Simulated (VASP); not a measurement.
BiTe, 2 atoms in the cell. The structure is orthorhombic, space group Imm2 (No. 44). The conventional cell has a = 4.575 Å, b = 6.470 Å, c = 4.575 Å, α = 90.00°, β = 90.00°, γ = 90.00°. Within 4.1 Å of Bi (site symmetry mm2) lie 6 Te at 3.14 to 3.33 Å. Within 4.1 Å of Te (site symmetry mm2) lie 6 Bi at 3.14 to 3.33 Å. 

- Program: VASP 6.6.1
- Task: single point
- Functional: LDA
- Potentials or basis: VASP PAW LDA potentials, release 64 (Bi_d, Te)
- Cutoff: 500 eV
- k mesh: 3 × 3 × 3, shifted
- Occupations: methfessel-paxton, width 0.2 eV
- Spin: no spin polarisation
- Dipole correction: no
- Further INCAR settings: ALGO = Normal; EDIFF = 1e-06; NBANDS = 18; ISYM = 0

Potentials or basis: VASP PAW LDA potentials, release 64 (Bi_d, Te).

Run with:

```sh
$ cat potpaw_LDA.64/Bi_d/POTCAR potpaw_LDA.64/Te/POTCAR > POTCAR
$ mpirun -np 1 vasp_std > vasp.out
```

Hardware: 1 thread of Intel(R) Xeon(R) 6975P-C (Granite Rapids), on a shared host.

Task: How long does it take, and how much memory?

Result: Wall time 22 s on 1 thread of Intel(R) Xeon(R) 6975P-C (Granite Rapids) (shared host), peak memory 0.21 GiB. Counts: scf iterations 11, k points 56.
